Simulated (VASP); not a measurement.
# O2 in VASP: single point with r2SCAN

Aim: the single point of O2 with r2SCAN.

Everything below comes from runs of VASP 6.6.1. Logs are shortened: lines on timing, memory, paths and dates and some standing lists are left out, and cuts for length are marked.

## Step 1: The cell of the first run

The cell holds a molecule in a box, 2 atoms: a = 9.000 Å, b = 9.500 Å, c = 10.000 Å, α = 90.00°, β = 90.00°, γ = 90.00°.

## Step 2: Single point, r2SCAN, collinear spin, ferromagnetic start

File POSCAR:

```
O
1.0
    9.0000000000      0.0000000000      0.0000000000
    0.0000000000      9.5000000000      0.0000000000
    0.0000000000      0.0000000000     10.0000000000
O
2
Direct
    0.5000000000      0.5000000000      0.4397289275
    0.5000000000      0.5000000000      0.5602710725
```

File INCAR.step1:

```
ALGO = Normal ; EDIFF = 1E-5
ENCUT = 910 ; GGA = PE
GGA_COMPAT = False ; ISMEAR = -1
ISPIN = 2 ; LASPH = True
LCHARG = False ; LREAL = False
LWAVE = True ; MAGMOM = 1 1
NBANDS = 17 ; NELM = 200
NELMDL = -8 ; PREC = Accurate
SIGMA = 0.02
```

File INCAR.step2:

```
ALGO = Normal ; EDIFF = 1E-6
ENCUT = 910 ; GGA_COMPAT = False
ISIF = 2 ; ISMEAR = -1
ISPIN = 2 ; ISTART = 1
LASPH = True ; LCHARG = False
LMIXTAU = True ; LORBIT = 11
LREAL = False ; LWAVE = False
MAGMOM = 1 1 ; METAGGA = R2SCAN
NBANDS = 17 ; NELM = 200
PREC = Accurate ; SIGMA = 0.02
```

File KPOINTS:

```
k-points
0
Gamma
  1 1 1
```

Potentials or basis: VASP PAW PBE potentials, release 64 (O_h).

Command:

```
cat potpaw_PBE.64/O_h/POTCAR > POTCAR
cp INCAR.step1 INCAR
mpirun -np 1 vasp_gam > vasp.out
cp INCAR.step2 INCAR
mpirun -np 1 vasp_gam > vasp.out
```

OUTCAR:

```text
EDIFF = 1E-6
   ENCUT = 910
   ISIF = 2
   ISMEAR = -1
   ISPIN = 2
   ISTART = 1
   LASPH = True
   LORBIT = 11
   LREAL = False
   METAGGA = R2SCAN
   NELM = 200
   PREC = Accurate

 ion  position               nearest neighbor table
   1  0.500  0.500  0.440-   2 1.21
   2  0.500  0.500  0.560-   1 1.21

  LATTYP: Found a simple orthorhombic cell.
 ALAT       =     9.0000000000
 B/A-ratio  =     1.0555555556
 C/A-ratio  =     1.1111111111

  Lattice vectors:

 A1 = (   9.0000000000,   0.0000000000,   0.0000000000)
 A2 = (   0.0000000000,   9.5000000000,   0.0000000000)
 A3 = (   0.0000000000,   0.0000000000,  10.0000000000)

Analysis of symmetry for initial positions (statically):
=====================================================================
 Subroutine PRICEL returns:
 Original cell was already a primitive cell.

 Routine SETGRP: Setting up the symmetry group for a
 simple orthorhombic supercell.

 Subroutine GETGRP returns: Found  8 space group operations
 (whereof  8 operations were pure point group operations)
 out of a pool of  8 trial point group operations.

The static configuration has the point symmetry D_2h.

Analysis of symmetry for dynamics (positions and initial velocities):
=====================================================================
 Subroutine PRICEL returns:
 Original cell was already a primitive cell.

 Routine SETGRP: Setting up the symmetry group for a
 simple orthorhombic supercell.

 Subroutine GETGRP returns: Found  8 space group operations
 (whereof  8 operations were pure point group operations)
 out of a pool of  8 trial point group operations.

The dynamic configuration has the point symmetry D_2h.

Analysis of structural, dynamic, and magnetic symmetry:
=====================================================================
 Subroutine PRICEL returns:
 Original cell was already a primitive cell.

 Routine SETGRP: Setting up the symmetry group for a
 simple orthorhombic supercell.

 Subroutine GETGRP returns: Found  8 space group operations
 (whereof  8 operations were pure point group operations)
 out of a pool of  8 trial point group operations.

The overall configuration has the point symmetry D_2h.

 Subroutine INISYM returns: Found  8 space group operations
 (whereof  8 operations are pure point group operations),
 and found     1 'primitive' translations

----------------------------------------------------------------------------------------

                                     Primitive cell

  volume of cell :     855.0000

  direct lattice vectors                    reciprocal lattice vectors
     9.000000000  0.000000000  0.000000000     0.111111111  0.000000000  0.000000000
     0.000000000  9.500000000  0.000000000     0.000000000  0.105263158  0.000000000
     0.000000000  0.000000000 10.000000000     0.000000000  0.000000000  0.100000000

  length of vectors
     9.000000000  9.500000000 10.000000000     0.111111111  0.105263158  0.100000000

  position of ions in fractional coordinates (direct lattice)
     0.500000000  0.500000000  0.439728927
     0.500000000  0.500000000  0.560271073

  ion indices of the primitive-cell ions
   primitive index   ion index
                 1           1
                 2           2

----------------------------------------------------------------------------------------

 KPOINTS: k-points

Automatic generation of k-mesh.
 Grid dimensions read from file:
 generate k-points for:    1    1    1

 Generating k-lattice:

  Cartesian coordinates                     Fractional coordinates (reciprocal lattice)
     0.111111111  0.000000000  0.000000000     1.000000000  0.000000000  0.000000000
     0.000000000  0.105263158  0.000000000     0.000000000  1.000000000  0.000000000
     0.000000000  0.000000000  0.100000000     0.000000000  0.000000000  1.000000000

  Length of vectors
     0.111111111  0.105263158  0.100000000

  Shift w.r.t. Gamma in fractional coordinates (k-lattice)
     0.000000000  0.000000000  0.000000000

 Subroutine IBZKPT returns following result:
 ===========================================

 Found      1 irreducible k-points:

 Following reciprocal coordinates:
            Coordinates               Weight
  0.000000  0.000000  0.000000      1.000000
   k-points           NKPTS =      1   k-points in BZ     NKDIM =      1   number of bands    NBANDS=     17
   number of dos      NEDOS =    301   number of ions     NIONS =      2
   total plane-waves  NPLWV = 846720
   dimension x,y,z NGX =    90 NGY =   96 NGZ =   98
   dimension x,y,z NGXF=   180 NGYF=  192 NGZF=  196
   ions per type =               2
   NGX,Y,Z   is equivalent  to a cutoff of  16.62, 16.80, 16.29 a.u.
   NGXF,Y,Z  is equivalent  to a cutoff of  33.25, 33.60, 32.58 a.u.
 SYSTEM =  unknown system
   PREC   = accura    normal or accurate (medium, high low for compatibility)
   ISTART =      1    job   : 0-new  1-cont  2-samecut
   ICHARG =      0    charge: 1-file 2-atom 10-const
   ISPIN  =      2    spin polarized calculation?
   LNONCOLLINEAR =      F non collinear calculations
   LSORBIT =      F    spin-orbit coupling
   LASPH  =      T    aspherical Exc in radial PAW
   ENCUT  =  910.0 eV  66.88 Ry    8.18 a.u.  22.14 23.37 24.60*2*pi/ulx,y,z
   NELM   =    200;   NELMIN=  2; NELMDL=  0     # of ELM steps
   EDIFF  = 0.1E-05   stopping-criterion for ELM
   LREAL  =      F    real-space projection
   EDIFFG = 0.1E-04   stopping-criterion for IOM
   NSW    =      0    number of steps for IOM
   IBRION =     -1    ionic relax: 0-MD 1-quasi-New 2-CG
   NFREE  =      0    steps in history (QN), initial steepest desc. (CG)
   ISIF   =      2    stress and relaxation
   ISYM   =      2    0-nonsym 1-usesym 2-fastsym
   POTIM  = 0.5000    time-step for ionic-motion
   TEBEG  =    0.0;   TEEND  =   0.0 temperature during run
   PSTRESS=    0.0 pullay stress
   NELECT =      12.0000    total number of electrons
   NUPDOWN=      -1.0000    fix difference up-down
   EMIN   =  10.00;   EMAX   =-10.00  energy-range for DOS
   EFERMI =   0.00;   METHOD = LEGACY
   ISMEAR =    -1;   SIGMA  =   0.02  broadening in eV -4-tet -1-fermi 0-gaus
   EFERMI_NEDOS =   21; number of points for ismear=-14 and -15
   IALGO  =     38    algorithm
   IMIX   =      4    mixing-type and parameters
     AMIX     =   0.40;   BMIX     =  1.00
     AMIX_MAG =   1.60;   BMIX_MAG =  1.00
  volume/ion in A,a.u.               =     427.50      2884.91
  Fermi-wavevector in a.u.,A,eV,Ry     =   0.394893  0.746240  2.121703  0.155941
  Thomas-Fermi vector in A             =   1.339966
   LORBIT       =     11    0 simple, 1 ext, 2 COOP (PROOUT), +10 PAW based schemes
   METAGGA = R2SCAN    functional components
   LHFCALC =     F    Hartree Fock is set to
   AEXX    =    0.0000 exact exchange contribution
   IVDW    =     0    specifies the selected vdW correction
   LEPSILON=     F    determine dielectric tensor
   LRPA    =     F    only Hartree local field effects (RPA)
 spin polarized calculation
  energy-cutoff  :      910.00
  volume of cell :      855.00
 maximum number of plane-waves:     26640
 NGX is ok and might be reduce to    90
   NGX = 45   NGY = 47   NGZ = 49

 number of electron      12.0000007 magnetization       2.0000008

 Free energy of the ion-electron system (eV)
  ---------------------------------------------------
  ext. energy  EPLUGINS =         0.00000000
  ---------------------------------------------------
  free energy    TOTEN  =       -12.07489881 eV

  energy without entropy =      -12.07489881  energy(sigma->0) =      -12.07489881

 E-fermi :  -6.6956     XC(G=0):  -0.4168

 val. band max:       -7.2416429524   @ k =   0.0000   0.0000   0.0000
 cond. band min:      -3.7869728602   @ k =   0.0000   0.0000   0.0000
 fundamental gap:      3.4546700922
 Fermi energy:        -6.6955770902

 spin component 1

 k-point     1 :       0.0000    0.0000    0.0000
  band No.  band energies     occupation
      1     -34.3511      1.00000
      2     -21.7552      1.00000
      3     -14.1394      1.00000
      4     -14.1394      1.00000
      5     -13.9021      1.00000
      6      -7.2417      1.00000
[... 9 lines left out ...]
     16       3.1965      0.00000
     17       3.2112      0.00000
 Fermi energy:        -6.6955770902

 spin component 2

 k-point     1 :       0.0000    0.0000    0.0000
  band No.  band energies     occupation
      1     -32.9664      1.00000
      2     -19.3358      1.00000
      3     -12.8360      1.00000
      4     -11.6404      1.00000
      5     -11.6404      1.00000
      6      -3.7870      0.00000
[... 9 lines left out ...]
     16       3.2675      0.00000
     17       3.2867      0.00000

------------------------ aborting loop because EDIFF is reached ----------------------------------------

  FORCE on cell =-STRESS in cart. coord.  units (eV):
  Direction    XX          YY          ZZ          XY          YZ          ZX
  --------------------------------------------------------------------------------------
  -------------------------------------------------------------------------------------
  Total       -0.1132515     -0.1081254     -0.0014213      0.0000000      0.0000000      0.0000000
  in kB       -0.2122210     -0.2026154     -0.0026633      0.0000000      0.0000000      0.0000000
  external PRESSURE =      -0.1391666 kB  Pullay stress =       0.0000000 kB

 VOLUME and BASIS-vectors are now :
 -----------------------------------------------------------------------------
  energy-cutoff  :      910.00
  volume of cell :      855.00
      direct lattice vectors                 reciprocal lattice vectors
     9.000000000  0.000000000  0.000000000     0.111111111  0.000000000  0.000000000
     0.000000000  9.500000000  0.000000000     0.000000000  0.105263158  0.000000000
     0.000000000  0.000000000 10.000000000     0.000000000  0.000000000  0.100000000

 POSITION                                       TOTAL-FORCE (eV/Angst)
 -----------------------------------------------------------------------------------
      4.50000      4.75000      4.39729         0.000000      0.000000     -0.079389
      4.50000      4.75000      5.60271         0.000000     -0.000000      0.079389
 -----------------------------------------------------------------------------------
    total drift:                                0.000000     -0.000000     -0.000000

  FREE ENERGIE OF THE ION-ELECTRON SYSTEM (eV)
  ---------------------------------------------------
  free  energy   TOTEN  =       -12.0748988105 eV

  energy  without entropy=      -12.0748988105  energy(sigma->0) =      -12.07489881

 total charge

# of ion       s       p       d       tot
------------------------------------------
    1        1.091   2.232   0.000   3.324
    2        1.091   2.232   0.000   3.324
--------------------------------------------------
tot          2.183   4.465   0.000   6.648

 magnetization (x)

# of ion       s       p       d       tot
------------------------------------------
    1        0.021   0.627   0.000   0.648
    2        0.021   0.627   0.000   0.648
--------------------------------------------------
tot          0.042   1.255   0.000   1.297
```

It took 29 min on 1 thread of AMD EPYC 7R43 (Zen 3), shared host; peak memory 2.4 GiB.

Results:

| Quantity | Value |
| --- | --- |
| Free energy | -12.0749 eV |
| Largest force | 0.079 eV/Å |
| Gap between the frontier levels | 3.45 eV |
| Net moment | 2.00 μB per cell |
| Site moments | O +0.65 μB |
| Valence electrons inside the program's atomic spheres | O 3.32 |

Forces on the atoms (eV/Å):
```
O    0.000  0.000 -0.079
O    0.000  0.000  0.079
```

Caveat: the cutoff is under 1.25 times the usual one of these potentials, so pressure, stress and relaxed cells hold a basis-set (Pulay) error; the PAW data sets were made with another functional, which shifts forces and pressure a little.
